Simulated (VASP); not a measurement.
# Co3O4 (Fd-3m) in VASP: single point with LDA

Aim: the single point of Co3O4 with LDA.

All numbers are computed with VASP 6.6.1; they aren't measurements. Logs are shortened: lines on timing, memory, paths and dates and some standing lists are left out, and cuts for length are marked.

## Step 1: The cell of the first run

The structure is cubic, space group Fd-3m (No. 227). The conventional cell has a = 7.890 Å, b = 7.890 Å, c = 7.890 Å, α = 90.00°, β = 90.00°, γ = 90.00°. Within 2.5 Å of Co (site symmetry -3m) lie 6 O at 1.88 Å. Co (site symmetry -43m) has 4 O at 1.87 Å within 2.5 Å. O (site symmetry 3m) has 4 Co at 1.87 to 1.88 Å and 3 O at 2.53 Å within 2.6 Å.

## Step 2: Single point, LDA, collinear spin, ferromagnetic start

Contents of INCAR:

```
SYSTEM = Co3O4
  PREC = Accurate
  ENCUT = 520
  EDIFF = 1E-6
  ISMEAR = -1
  SIGMA = 0.05
  LREAL = .False.
  LASPH = .True.
  NELM = 150
  ALGO = Normal
  ISIF = 2
  LWAVE = .False.
  LCHARG = .False.
  ISPIN = 2
  MAGMOM = 3.2 3.2 3.2 3.2 3.2 3.2 0 0 0 0 0 0 0 0
  LORBIT = 11
  LMAXMIX = 4
  NBANDS = 68
```

Contents of KPOINTS:

```
regular mesh
0
Gamma
  7 7 7
  0 0 0
```

Contents of POSCAR:

```
Co3O4
1.0
    0.0000000000      3.9452435251      3.9452435251
    3.9452435251      0.0000000000      3.9452435251
    3.9452435251      3.9452435251      0.0000000000
Co O
6 8
Direct
    0.6250000000      0.6250000000      0.6250000000
    0.1250000000      0.6250000000      0.6250000000
    0.6250000000      0.6250000000      0.1250000000
    0.6250000000      0.1250000000      0.6250000000
    0.0000000000      0.0000000000      0.0000000000
    0.2500000000      0.2500000000      0.2500000000
    0.3868402464      0.3868402464      0.3868402464
    0.4105207392      0.8631597536      0.8631597536
    0.3868402464      0.3868402464      0.8394792608
    0.8631597536      0.4105207392      0.8631597536
    0.8394792608      0.3868402464      0.3868402464
    0.8631597536      0.8631597536      0.8631597536
    0.3868402464      0.8394792608      0.3868402464
    0.8631597536      0.8631597536      0.4105207392
```

Potentials or basis: VASP PAW LDA potentials, release 64 (Co, O).

Started as:

```bash
> cat potpaw_LDA.64/Co/POTCAR potpaw_LDA.64/O/POTCAR > POTCAR
> mpirun -np 1 vasp_std > vasp.out
```

OUTCAR:

```text
SYSTEM = Co3O4
   PREC = Accurate
   ENCUT = 520
   EDIFF = 1E-6
   ISMEAR = -1
   LREAL = .False.
   LASPH = .True.
   NELM = 150
   ISIF = 2
   ISPIN = 2
   LORBIT = 11

 ion  position               nearest neighbor table
   1  0.625  0.625  0.625-   8 1.88   9 1.88  10 1.88  11 1.88  13 1.88  14 1.88   2 2.79   3 2.79
                             4 2.79   3 2.79   4 2.79   2 2.79
   2  0.125  0.625  0.625-   9 1.88  10 1.88  13 1.88  14 1.88   7 1.88  12 1.88   1 2.79   3 2.79
                             4 2.79   1 2.79   3 2.79   4 2.79
   3  0.625  0.625  0.125-   8 1.88  10 1.88  11 1.88  13 1.88  12 1.88   7 1.88   1 2.79   1 2.79
                             2 2.79   4 2.79   4 2.79   2 2.79
   4  0.625  0.125  0.625-   8 1.88   9 1.88  11 1.88  14 1.88  12 1.88   7 1.88   1 2.79   3 2.79
                             1 2.79   2 2.79   3 2.79   2 2.79
   5  0.000  0.000  0.000-  12 1.87  10 1.87   8 1.87  14 1.87
   6  0.250  0.250  0.250-   7 1.87   9 1.87  11 1.87  13 1.87
   7  0.387  0.387  0.387-   6 1.87   3 1.88   4 1.88   2 1.88
   8  0.411  0.863  0.863-   5 1.87   4 1.88   3 1.88   1 1.88
   9  0.387  0.387  0.839-   6 1.87   4 1.88   2 1.88   1 1.88
  10  0.863  0.411  0.863-   5 1.87   3 1.88   2 1.88   1 1.88
  11  0.839  0.387  0.387-   6 1.87   4 1.88   3 1.88   1 1.88
  12  0.863  0.863  0.863-   5 1.87   3 1.88   4 1.88   2 1.88
  13  0.387  0.839  0.387-   6 1.87   3 1.88   2 1.88   1 1.88
  14  0.863  0.863  0.411-   5 1.87   4 1.88   2 1.88   1 1.88

  LATTYP: Found a face centered cubic cell.
 ALAT       =     7.8904870502

  Lattice vectors:

 A1 = (   0.0000000000,   3.9452435251,   3.9452435251)
 A2 = (   3.9452435251,   0.0000000000,   3.9452435251)
 A3 = (   3.9452435251,   3.9452435251,   0.0000000000)

Analysis of symmetry for initial positions (statically):
=====================================================================
 Subroutine PRICEL returns:
 Original cell was already a primitive cell.

 Routine SETGRP: Setting up the symmetry group for a
 face centered cubic supercell.

 Subroutine GETGRP returns: Found 48 space group operations
 (whereof 24 operations were pure point group operations)
 out of a pool of 48 trial point group operations.

The static configuration has the point symmetry T_d .
 The point group associated with its full space group is O_h .

Analysis of symmetry for dynamics (positions and initial velocities):
=====================================================================
 Subroutine PRICEL returns:
 Original cell was already a primitive cell.

 Routine SETGRP: Setting up the symmetry group for a
 face centered cubic supercell.

 Subroutine GETGRP returns: Found 48 space group operations
 (whereof 24 operations were pure point group operations)
 out of a pool of 48 trial point group operations.

The dynamic configuration has the point symmetry T_d .
 The point group associated with its full space group is O_h .

Analysis of structural, dynamic, and magnetic symmetry:
=====================================================================
 Subroutine PRICEL returns:
 Original cell was already a primitive cell.

 Routine SETGRP: Setting up the symmetry group for a
 face centered cubic supercell.

 Subroutine GETGRP returns: Found 48 space group operations
 (whereof 24 operations were pure point group operations)
 out of a pool of 48 trial point group operations.

The overall configuration has the point symmetry T_d .
 The point group associated with its full space group is O_h .

 Subroutine INISYM returns: Found 48 space group operations
 (whereof 24 operations are pure point group operations),
 and found     1 'primitive' translations

----------------------------------------------------------------------------------------

                                     Primitive cell

  volume of cell :     122.8150

  direct lattice vectors                    reciprocal lattice vectors
     0.000000000  3.945243525  3.945243525    -0.126734889  0.126734889  0.126734889
     3.945243525  0.000000000  3.945243525     0.126734889 -0.126734889  0.126734889
     3.945243525  3.945243525  0.000000000     0.126734889  0.126734889 -0.126734889

  length of vectors
     5.579416900  5.579416900  5.579416900     0.219511267  0.219511267  0.219511267

  position of ions in fractional coordinates (direct lattice)
     0.625000000  0.625000000  0.625000000
     0.125000000  0.625000000  0.625000000
     0.625000000  0.625000000  0.125000000
     0.625000000  0.125000000  0.625000000
     0.000000000  0.000000000  0.000000000
     0.250000000  0.250000000  0.250000000
     0.386840246  0.386840246  0.386840246
     0.410520739  0.863159754  0.863159754
     0.386840246  0.386840246  0.839479261
     0.863159754  0.410520739  0.863159754
     0.839479261  0.386840246  0.386840246
     0.863159754  0.863159754  0.863159754
     0.386840246  0.839479261  0.386840246
     0.863159754  0.863159754  0.410520739

  ion indices of the primitive-cell ions
[... 68 lines left out ...]
   dimension x,y,z NGXF=    84 NGYF=   84 NGZF=   84
   ions per type =               6   8
   NGX,Y,Z   is equivalent  to a cutoff of  12.51, 12.51, 12.51 a.u.
   NGXF,Y,Z  is equivalent  to a cutoff of  25.03, 25.03, 25.03 a.u.
 SYSTEM =  Co3O4
   PREC   = accura    normal or accurate (medium, high low for compatibility)
   ISTART =      0    job   : 0-new  1-cont  2-samecut
   ICHARG =      2    charge: 1-file 2-atom 10-const
   ISPIN  =      2    spin polarized calculation?
   LNONCOLLINEAR =      F non collinear calculations
   LSORBIT =      F    spin-orbit coupling
   LASPH  =      T    aspherical Exc in radial PAW
   ENCUT  =  520.0 eV  38.22 Ry    6.18 a.u.  10.37 10.37 10.37*2*pi/ulx,y,z
   NELM   =    150;   NELMIN=  2; NELMDL= -5     # of ELM steps
   EDIFF  = 0.1E-05   stopping-criterion for ELM
   LREAL  =      F    real-space projection
   EDIFFG = 0.1E-04   stopping-criterion for IOM
   NSW    =      0    number of steps for IOM
   IBRION =     -1    ionic relax: 0-MD 1-quasi-New 2-CG
   NFREE  =      0    steps in history (QN), initial steepest desc. (CG)
   ISIF   =      2    stress and relaxation
   ISYM   =      2    0-nonsym 1-usesym 2-fastsym
   POTIM  = 0.5000    time-step for ionic-motion
   TEBEG  =    0.0;   TEEND  =   0.0 temperature during run
   PSTRESS=    0.0 pullay stress
   NELECT =     102.0000    total number of electrons
   NUPDOWN=      -1.0000    fix difference up-down
   EMIN   =  10.00;   EMAX   =-10.00  energy-range for DOS
   EFERMI =   0.00;   METHOD = LEGACY
   ISMEAR =    -1;   SIGMA  =   0.05  broadening in eV -4-tet -1-fermi 0-gaus
   EFERMI_NEDOS =   21; number of points for ismear=-14 and -15
   IALGO  =     38    algorithm
   IMIX   =      4    mixing-type and parameters
     AMIX     =   0.40;   BMIX     =  1.00
     AMIX_MAG =   1.60;   BMIX_MAG =  1.00
  volume/ion in A,a.u.               =       8.77        59.20
  Fermi-wavevector in a.u.,A,eV,Ry     =   1.538832  2.907970 32.218629  2.368002
  Thomas-Fermi vector in A             =   2.645145
   LORBIT       =     11    0 simple, 1 ext, 2 COOP (PROOUT), +10 PAW based schemes
   GGA     = CA    functional components
   LHFCALC =     F    Hartree Fock is set to
   AEXX    =    0.0000 exact exchange contribution
   IVDW    =     0    specifies the selected vdW correction
   LEPSILON=     F    determine dielectric tensor
   LRPA    =     F    only Hartree local field effects (RPA)
 spin polarized calculation
  energy-cutoff  :      520.00
  volume of cell :      122.82
 maximum number of plane-waves:      3325
 NGX is ok and might be reduce to    42
   NGX = 21   NGY = 21   NGZ = 21

 number of electron     101.9999955 magnetization       0.0059716

 number of electron     101.9999955 magnetization      -0.0016198

 Free energy of the ion-electron system (eV)
  ---------------------------------------------------
  ext. energy  EPLUGINS =         0.00000000
  ---------------------------------------------------
  free energy    TOTEN  =      -109.12397108 eV

  energy without entropy =     -109.01757882  energy(sigma->0) =     -109.07077495

 E-fermi :   7.7016     XC(G=0): -13.0260

 val. band max:        7.7001849560   @ k =  -0.2857   0.4286   0.1429
 cond. band min:       7.7153911082   @ k =   0.4286   0.2857   0.1429
 fundamental gap:      0.0152061521
 Fermi energy:         7.7015753278

 spin component 1

 k-point     1 :       0.0000    0.0000    0.0000
  band No.  band energies     occupation
      1     -13.5971      1.00000
      2     -11.9042      1.00000
      3     -11.6400      1.00000
      4     -11.6400      1.00000
      5     -11.6400      1.00000
      6     -11.5699      1.00000
[... 1309 lines left out ...]
     62       9.4078      0.00000
     63      14.4267      0.00000
 Fermi energy:         7.7015753278

 spin component 2

 k-point     1 :       0.0000    0.0000    0.0000
  band No.  band energies     occupation
      1     -13.5972      1.00000
      2     -11.9043      1.00000
      3     -11.6400      1.00000
      4     -11.6400      1.00000
      5     -11.6400      1.00000
      6     -11.5700      1.00000
[... 1309 lines left out ...]
     62       9.4077      0.00000
     63      14.4266      0.00000
 [bands above 63 left out]

------------------------ aborting loop because EDIFF is reached ----------------------------------------

  FORCE on cell =-STRESS in cart. coord.  units (eV):
  Direction    XX          YY          ZZ          XY          YZ          ZX
  --------------------------------------------------------------------------------------
  -------------------------------------------------------------------------------------
  Total       -2.9145510     -2.9145510     -2.9145510      0.0000000      0.0000000      0.0000000
  in kB      -38.0216353    -38.0216353    -38.0216353      0.0000000      0.0000000      0.0000000
  external PRESSURE =     -38.0216353 kB  Pullay stress =       0.0000000 kB

 VOLUME and BASIS-vectors are now :
 -----------------------------------------------------------------------------
  energy-cutoff  :      520.00
  volume of cell :      122.82
      direct lattice vectors                 reciprocal lattice vectors
     0.000000000  3.945243525  3.945243525    -0.126734889  0.126734889  0.126734889
     3.945243525  0.000000000  3.945243525     0.126734889 -0.126734889  0.126734889
     3.945243525  3.945243525  0.000000000     0.126734889  0.126734889 -0.126734889

 POSITION                                       TOTAL-FORCE (eV/Angst)
 -----------------------------------------------------------------------------------
      4.93155      4.93155      4.93155        -0.000000     -0.000000     -0.000000
      4.93155      2.95893      2.95893        -0.000000     -0.000000     -0.000000
      2.95893      2.95893      4.93155        -0.000000     -0.000000     -0.000000
      2.95893      4.93155      2.95893        -0.000000     -0.000000     -0.000000
      0.00000      0.00000      0.00000        -0.000000     -0.000000     -0.000000
      1.97262      1.97262      1.97262        -0.000000     -0.000000     -0.000000
      3.05236      3.05236      3.05236        -0.344816     -0.344816     -0.344816
      6.81075      5.02498      5.02498         0.344816     -0.344816     -0.344816
      4.83813      4.83813      3.05236         0.344816      0.344816     -0.344816
      5.02498      6.81075      5.02498        -0.344816      0.344816     -0.344816
      3.05236      4.83813      4.83813        -0.344816      0.344816      0.344816
      6.81075      6.81075      6.81075         0.344816      0.344816      0.344816
      4.83813      3.05236      4.83813         0.344816     -0.344816      0.344816
      5.02498      5.02498      6.81075        -0.344816     -0.344816      0.344816
 -----------------------------------------------------------------------------------
    total drift:                               -0.000000      0.000000      0.000000

  FREE ENERGIE OF THE ION-ELECTRON SYSTEM (eV)
  ---------------------------------------------------
  free  energy   TOTEN  =      -109.1239710778 eV

  energy  without entropy=     -109.0175788178  energy(sigma->0) =     -109.07077495

 total charge

# of ion       s       p       d       tot
------------------------------------------
    1        0.444   0.706   7.418   8.568
    2        0.444   0.706   7.418   8.568
    3        0.444   0.706   7.418   8.568
    4        0.444   0.706   7.418   8.568
    5        0.395   0.536   7.340   8.272
    6        0.395   0.536   7.340   8.272
    7        1.555   3.430   0.000   4.985
    8        1.555   3.430   0.000   4.985
    9        1.555   3.430   0.000   4.985
   10        1.555   3.430   0.000   4.985
   11        1.555   3.430   0.000   4.985
   12        1.555   3.430   0.000   4.985
   13        1.555   3.430   0.000   4.985
   14        1.555   3.430   0.000   4.985
--------------------------------------------------
tot         15.006  31.333  44.354  90.694

 magnetization (x)

# of ion       s       p       d       tot
------------------------------------------
    1       -0.000  -0.000  -0.000  -0.000
    2       -0.000  -0.000  -0.000  -0.000
    3       -0.000  -0.000  -0.000  -0.000
    4       -0.000  -0.000  -0.000  -0.000
    5       -0.000  -0.000  -0.000  -0.000
    6       -0.000  -0.000  -0.000  -0.000
    7       -0.000  -0.000   0.000  -0.000
    8       -0.000  -0.000   0.000  -0.000
    9       -0.000  -0.000   0.000  -0.000
   10       -0.000  -0.000   0.000  -0.000
   11       -0.000  -0.000   0.000  -0.000
   12       -0.000  -0.000   0.000  -0.000
   13       -0.000  -0.000   0.000  -0.000
   14       -0.000  -0.000   0.000  -0.000
--------------------------------------------------
tot         -0.000  -0.000  -0.001  -0.001
```

It took 16 min on 1 thread of Intel Xeon 8259CL, shared host; peak memory 0.37 GiB.

What came out:

```yaml
Free_energy: -109.1240 eV
Pressure: -3.8 GPa
Largest_force: 0.597 eV/Å
Band_gap_on_the_k_mesh: zero (filled and empty bands overlap)
Net_moment: 0.00 μB per cell
Valence_electrons_inside_the_program's_atomic_spheres: Co 8.57, 8.27 (each value once); O 4.99
```

Forces on the atoms (eV/Å):
```
Co   0.000  0.000  0.000
Co   0.000  0.000  0.000
Co   0.000  0.000  0.000
Co   0.000  0.000  0.000
Co   0.000  0.000  0.000
Co   0.000  0.000  0.000
O   -0.345 -0.345 -0.345
O    0.345 -0.345 -0.345
O    0.345  0.345 -0.345
O   -0.345  0.345 -0.345
O   -0.345  0.345  0.345
O    0.345  0.345  0.345
O    0.345 -0.345  0.345
O   -0.345 -0.345  0.345
```

Caveat: the cell stands under tension; the moments typed at the start vanished in this run; semilocal functionals often make such compounds metallic where correlation or magnetic order opens a gap, which also shifts bond lengths. With open d or f shells a metallic result of LDA can be an artefact of self-interaction; +U or a hybrid may open a gap.
